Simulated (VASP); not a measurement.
## SnO2: single point with PBE+D3(BJ)

The system is SnO2.

```
Sn O
1.0
     3.23734    1.86908    4.29084
    -3.23734    1.86908    4.29084
     0.00000   -3.73816    4.29084
Sn O
4 8
Direct
  0.86357 0.86538 0.86538
  0.36360 0.36539 0.86539
  0.36360 0.86539 0.36539
  0.86358 0.36539 0.36539
  0.11949 0.62201 0.62201
  0.61948 0.12204 0.62201
  0.61948 0.62201 0.12204
  0.61899 0.60311 0.60311
  0.11949 0.12204 0.12204
  0.11900 0.10308 0.60310
  0.11900 0.60310 0.10308
  0.61899 0.10309 0.10309
```

This cell differs from its parent crystal: atoms displaced along a vibrational mode.

```
Program                : VASP 6.6.1
Task                   : single point
Functional             : PBE
Dispersion             : D3(BJ)
Potentials or basis    : VASP PAW PBE potentials, release 64 (Sn_d, O)
Cutoff                 : 520 eV
k mesh                 : 6 × 6 × 6
Occupations            : gaussian, width 0.05 eV
Spin                   : no spin polarisation
Dipole correction      : no
Further INCAR settings : ALGO = Normal; EDIFF = 1e-06; NBANDS = 64
```

| Item | Value |
| --- | --- |
| Pressure | 1.0 GPa |
| Largest force | 0.710 eV/Å |
| Band gap on the k mesh | 1.55 eV |
| Dispersion energy per atom | -0.201 eV |

Forces in eV/Å, atoms in the order of the input:
```
Sn   0.459  0.265 -0.060
Sn   0.455  0.264 -0.060
Sn   0.456  0.262 -0.060
Sn   0.458  0.264 -0.058
O    0.147  0.085 -0.064
O    0.148  0.085 -0.065
O    0.147  0.086 -0.065
O   -0.604 -0.348  0.124
O    0.148  0.085 -0.066
O   -0.605 -0.350  0.124
O   -0.605 -0.349  0.124
O   -0.604 -0.348  0.125
```

Stress tensor (GPa, compression positive):
```
 1.43  0.42 -2.74
 0.42  0.94 -1.58
-2.74 -1.58  0.58
```

Levels at points of the mesh, in eV from the valence-band top:
| k point | band 48 | band 49 | band 50 | band 51 | band 52 | band 53 | band 54 | band 55 | band 56 | band 57 |
| --- | --- | --- | --- | --- | --- | --- | --- | --- | --- | --- |
| (0.00, 0.00, 0.00) | -0.55 | -0.09 | -0.03 | -0.03 | 0.00 | 1.55 | 4.73 | 4.73 | 4.91 | 5.44 |
| (0.50, 0.00, 0.00) | -0.56 | -0.34 | -0.34 | -0.10 | -0.10 | 4.13 | 4.13 | 5.51 | 5.51 | 6.63 |
| (0.00, 0.50, 0.00) | -0.51 | -0.42 | -0.42 | -0.06 | -0.06 | 4.03 | 4.03 | 5.57 | 5.57 | 6.63 |
| (0.50, 0.50, 0.00) | -0.90 | -0.58 | -0.58 | -0.15 | -0.15 | 4.44 | 4.44 | 5.58 | 5.58 | 7.35 |
| (0.00, 0.50, 0.50) | -0.87 | -0.60 | -0.59 | -0.19 | -0.19 | 4.53 | 4.53 | 5.48 | 5.49 | 7.40 |
| (0.50, 0.50, 0.50) | -1.05 | -0.99 | -0.93 | -0.93 | -0.93 | 3.47 | 5.22 | 5.22 | 5.44 | 5.74 |

It took 22 min on 1 thread of Oxide Virtual Turin-like Processor, with other jobs on the host, peak memory 0.54 GiB.

Caveat: the cell differs from its parent crystal (atoms displaced along a vibrational mode); spin-orbit coupling is left out, which moves the levels of the heavy elements.
